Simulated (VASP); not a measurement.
# MoS2 (R3m) in VASP: a series of runs, part 2 of 2

VASP 6.6.1. Earlier steps stand in the parts before.

## 3. Single point, PBE+D3(BJ) (strain +0.015 along x and y, -0.030 along z)

The input, INCAR:

```
SYSTEM = MoS2
ALGO = Normal
EDIFF = 1E-7
ENCUT = 520
GGA = PE
ISIF = 2
ISMEAR = 0
IVDW = 12
LASPH = .TRUE.
LCHARG = .TRUE.
LELF = .TRUE.
LREAL = .FALSE.
LVHAR = .TRUE.
LWAVE = .FALSE.
NBANDS = 20
NELM = 80
PREC = Accurate
SIGMA = 0.05
```

The input, KPOINTS:

```
k-points
0
G
  12 12 12
  0 0 0
```

The input, POSCAR:

```
MoS2
1.0
    1.6001214946      0.9238305756      5.8166389361
   -1.6001214946      0.9238305756      5.8166389361
    0.0000000000     -1.8476611513      5.8166389361
Mo S
1 2
Direct
    0.0000172715      0.0000172715      0.0000172715
    0.7535591261      0.7535591261      0.7535591261
    0.5797236024      0.5797236024      0.5797236024
```

Potentials or basis: VASP PAW PBE potentials, release 64 (Mo_sv, S).

The run is started by

```sh
> cat potpaw_PBE.64/Mo_sv/POTCAR potpaw_PBE.64/S/POTCAR > POTCAR
> mpirun -np 1 vasp_std > vasp.out
```

OUTCAR:

```text
SYSTEM = MoS2
   EDIFF = 1E-7
   ENCUT = 520
   GGA = PE
   ISIF = 2
   ISMEAR = 0
   IVDW = 12
   LASPH = .TRUE.
   LREAL = .FALSE.
   NELM = 80
   PREC = Accurate
 IVDW          = 12

 ion  position               nearest neighbor table
   1  0.000  0.000  0.000-   2 2.39   2 2.39   2 2.39   3 2.39   3 2.39   3 2.39
   2  0.754  0.754  0.754-   1 2.39   1 2.39   1 2.39
   3  0.580  0.580  0.580-   1 2.39   1 2.39   1 2.39

  LATTYP: Found a trigonal (rhomboedric) cell.
 ALAT       =     6.1030435229
 COS(alpha) =     0.8625189058

  Lattice vectors:

 A1 = (   1.6001214946,   0.9238305756,   5.8166389361)
 A2 = (  -1.6001214946,   0.9238305756,   5.8166389361)
 A3 = (   0.0000000000,  -1.8476611513,   5.8166389361)

Analysis of symmetry for initial positions (statically):
=====================================================================
 Subroutine PRICEL returns:
 Original cell was already a primitive cell.

 Routine SETGRP: Setting up the symmetry group for a
 trigonal (rhombohedral) supercell.

[... 165 lines left out ...]
  free energy    TOTEN  =       -21.72480688 eV

  energy without entropy =      -21.72480688  energy(sigma->0) =      -21.72480688

 E-fermi :   8.5979     XC(G=0): -11.0642

 val. band max:        8.4027337541   @ k =   0.5000   0.5000   0.5000
 cond. band min:       8.8108536234   @ k =  -0.1667   0.5000   0.1667
 fundamental gap:      0.4081198693
 Fermi energy:         8.5978645554

 k-point     1 :       0.0000    0.0000    0.0000
  band No.  band energies     occupation
      1     -53.5169      2.00000
      2     -27.6589      2.00000
      3     -27.4838      2.00000
      4     -27.4838      2.00000
      5      -7.0964      2.00000
      6      -5.0874      2.00000
[... 541 lines left out ...]
     19      16.1830      0.00000
     20      16.8161      0.00000

 [... further k-points ...]

------------------------ aborting loop because EDIFF is reached ----------------------------------------

 Edisp (eV)   -1.32239

 E8    (eV) :    -0.5334

  FORCE on cell =-STRESS in cart. coord.  units (eV):
  Direction    XX          YY          ZZ          XY          YZ          ZX
  --------------------------------------------------------------------------------------
  -------------------------------------------------------------------------------------
  Total      -0.69619    -0.69619     1.91719     0.00000    -0.00000     0.00000
  in kB     -21.62084   -21.62084    59.53962     0.00000    -0.00000     0.00000
  external pressure =        5.43 kB  Pullay stress =        0.00 kB

 VOLUME and BASIS-vectors are now :
 -----------------------------------------------------------------------------
  energy-cutoff  :      520.00
  volume of cell :       51.59
      direct lattice vectors                 reciprocal lattice vectors
     1.600121495  0.923830576  5.816638936     0.312476272  0.180408260  0.057306863
    -1.600121495  0.923830576  5.816638936    -0.312476272  0.180408260  0.057306863
     0.000000000 -1.847661151  5.816638936     0.000000000 -0.360816520  0.057306863

 POSITION                                       TOTAL-FORCE (eV/Angst)
 -----------------------------------------------------------------------------------
      0.00000     -0.00000      0.00030         0.000000     -0.000000      0.000931
      0.00000     -0.00000     13.14954         0.000000     -0.000000      0.549485
      0.00000     -0.00000     10.11613         0.000000      0.000000     -0.550417
 -----------------------------------------------------------------------------------
    total drift:                                0.000000      0.000000     -0.000011

  FREE ENERGIE OF THE ION-ELECTRON SYSTEM (eV)
  ---------------------------------------------------
  free  energy   TOTEN  =       -23.0471984162 eV

  energy  without entropy=      -23.0471984162  energy(sigma->0) =      -23.04719842
```

It took 5.7 min on 1 thread of Intel Xeon 6975P-C (Granite Rapids), shared host; peak memory 0.43 GiB.

What came out:

| Property | Result |
| --- | --- |
| Free energy | -23.0472 eV |
| Pressure | 0.5 GPa |
| Largest force | 0.550 eV/Å |
| Band gap on the k mesh | 0.41 eV (least direct gap 1.55 eV) |
| Dispersion energy per atom | -0.441 eV |

Forces on the atoms (eV/Å):
```
Mo   0.000  0.000  0.001
S    0.000  0.000  0.549
S    0.000  0.000 -0.550
```

Stress tensor (GPa, compression positive):
```
-2.16  0.00  0.00
 0.00 -2.16  0.00
 0.00  0.00  5.95
```

Levels at points of the mesh, in eV from the valence-band top:
```tsv
k point	band 9	band 10	band 11	band 12	band 13	band 14	band 15	band 16	band 17	band 18
(0.00, 0.00, 0.00)	-3.94	-2.83	-2.83	-1.33	-0.97	1.54	1.54	2.12	2.12	4.97
(0.50, 0.00, 0.00)	-5.34	-4.50	-2.46	-2.10	-1.79	1.12	1.56	3.00	3.20	5.07
(0.50, 0.50, 0.00)	-5.01	-4.36	-3.21	-2.42	-1.64	1.04	1.68	2.65	3.68	5.81
(0.50, 0.50, 0.50)	-3.97	-3.88	-2.77	-2.77	0.00	1.71	1.71	1.88	1.88	5.03
```

Caveat: the cell differs from its parent crystal (strain +0.015 along x and y, -0.030 along z). A k mesh can miss the band edges.
